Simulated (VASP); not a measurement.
A run of VASP 6.6.1 is set up as follows.

Contents of INCAR:

```
PREC     = Accurate       # precision mode
ENCUT    = 520            # plane-wave cutoff, eV
EDIFF    = 1E-7           # SCF threshold, eV
ISMEAR   = -1             # smearing method
SIGMA    = 0.6            # smearing width, eV
LREAL    = F              # projectors in reciprocal space
LASPH    = T              # aspherical terms in the spheres
NELM     = 60             # most SCF steps
ALGO     = Normal         # electronic algorithm
ISIF     = 2              # what is computed and relaxed
LWAVE    = F              # write WAVECAR
LCHARG   = F              # write CHGCAR
GGA      = CA             # functional
NBANDS   = 12             # bands
```

File KPOINTS:

```
Automatic mesh
0
Gamma
  15 15 15
```

The input POSCAR:

```
Cu
1.0
    0.0000000000      1.7588202533      1.7588202533
    1.7588202533      0.0000000000      1.7588202533
    1.7588202533      1.7588202533      0.0000000000
Cu
1
Direct
    0.0000000000      0.0000000000      0.0000000000
```

Potentials or basis: VASP PAW LDA potentials, release 64 (Cu).

The run is started by

```console
$ cat potpaw_LDA.64/Cu/POTCAR > POTCAR
$ mpirun -np 1 vasp_std > vasp.out
```

**Question.** What does it give for the pressure?

**Answer.** 4.2 GPa.
